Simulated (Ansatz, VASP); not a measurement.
# One calculation of Sr2BN, two programs

File INCAR:

```
PREC = Accurate
ENCUT = 520
EDIFF = 1E-7
ISMEAR = 0
SIGMA = 0.1
LREAL = F
LASPH = T
NELM = 80
ALGO = Normal
ISIF = 2
LWAVE = F
LCHARG = T
GGA = PE
LELF = T
LVHAR = T
NBANDS = 22
```

The input KPOINTS:

```
Automatic mesh
0
Gamma
  6 6 4
```

POSCAR

```
Sr2BN
1.0
    3.9454813400      0.0000000000      0.0000000000
   -1.9727406700      3.4168870700      0.0000000000
    0.0000000000      0.0000000000      6.4884678300
Sr B N
2 1 1
Direct
    0.3333333300      0.6666666700      0.7766031900
    0.6666666700      0.3333333300      0.2233968100
    0.0000000000      0.0000000000      0.5000000000
    0.0000000000      0.0000000000      0.0000000000
```

Input for Ansatz:

```yaml
crystal:
  lattice:
    - [3.94548134, 0.0, 0.0]
    - [-1.97274067, 3.41688707, 0.0]
    - [0.0, 0.0, 6.48846783]
  atoms:
    - { symbol: Sr, position: [0.33333333, 0.66666667, 0.77660319] }
    - { symbol: Sr, position: [0.66666667, 0.33333333, 0.22339681] }
    - { symbol: B, position: [0.0, 0.0, 0.5] }
    - { symbol: "N", position: [0.0, 0.0, 0.0] }
basis:
  ecutwfc: 420
kpoints:
  mp_grid: { grid: [6, 6, 4] }
hamiltonian:
  xc: pbe
scf:
  occupations: { method: gaussian, width: 0.1 }
  lower_state_search: "off"
output:
  forces: true
  stress: true
  eigenvalues: true
```

Alike in both runs: task single point; functional PBE; k mesh 6 × 6 × 4; occupations gaussian, width 0.1 eV; no spin polarisation.

```csv
,VASP,Ansatz
version,VASP 6.6.1,Ansatz 0.2.0
potentials or method,"VASP PAW PBE potentials, release 64 (Sr_sv, B, N), cutoff 520 eV","scalar-relativistic, plane waves, PAW"
valence electrons in the cell,28,28
```

|  | VASP | Ansatz | Ansatz less VASP |
| --- | --- | --- | --- |
| gap on the k mesh at the Fermi level (eV) | none | none | - |
| pressure (GPa) | -0.5 | -0.7 | -0.20 |
| traceless stress, the component that is largest in VASP (GPa) | 0.76 | 0.74 | -0.018 |
| rms of the force components (eV/Å) | 0.418 | 0.426 | +0.0081 |

Atom by atom the forces differ by 0.008 eV/Å (rms over components). A gap of «none» marks a metal or a gap that the smearing closes.
